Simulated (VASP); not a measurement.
Set up this calculation in VASP 6.6.1, as the native input.

* Task: single point
* Functional: PBE
* Potentials or basis: VASP PAW PBE potentials, release 64 (Sn_d)
* Cutoff: 520 eV
* k mesh: 20 × 20 × 20
* Occupations: fermi-dirac, width 0.0612256 eV
* Spin: no spin polarisation
* Dipole correction: no
* Further INCAR settings: ALGO = Normal; EDIFF = 1e-06; NBANDS = 13

The structure of Sn lies in POSCAR:

```
Sn
1.0
    0.0000000000      2.3589049370      2.3589049370
    2.3589049370      0.0000000000      2.3589049370
    2.3589049370      2.3589049370      0.0000000000
Sn
1
Direct
    0.0000000000      0.0000000000      0.0000000000
```

This isn't the form of Sn at room conditions, which is tetragonal (white tin).

The input as run:

INCAR

```
SYSTEM = Sn
PREC = Accurate ; ENCUT = 520
EDIFF = 1E-6 ; ISMEAR = -1
SIGMA = 0.06122561905347299 ; LREAL = .FALSE.
LASPH = .TRUE. ; NELM = 80
ALGO = Normal ; ISIF = 2
LWAVE = .FALSE. ; LCHARG = .FALSE.
GGA = PE ; NBANDS = 13
```

KPOINTS

```
Automatic mesh
0
G
  20 20 20
  0 0 0
```

Potentials or basis: VASP PAW PBE potentials, release 64 (Sn_d).

The run is started by

```bash
$ cat potpaw_PBE.64/Sn_d/POTCAR > POTCAR
$ mpirun -np 1 vasp_std > vasp.out
```

Results of the run:

| Quantity | Value |
| --- | --- |
| Pressure | 3.5 GPa |
| Band gap on the k mesh | zero (bands 7 and 8 overlap by 10.04 eV) |

Caveat: the cell stands under pressure; spin-orbit coupling is left out, which moves the levels of the heavy elements.

Wall time 39 s on 1 thread of Intel(R) Xeon(R) 6975P-C (Granite Rapids) (shared host), peak memory 0.22 GiB.
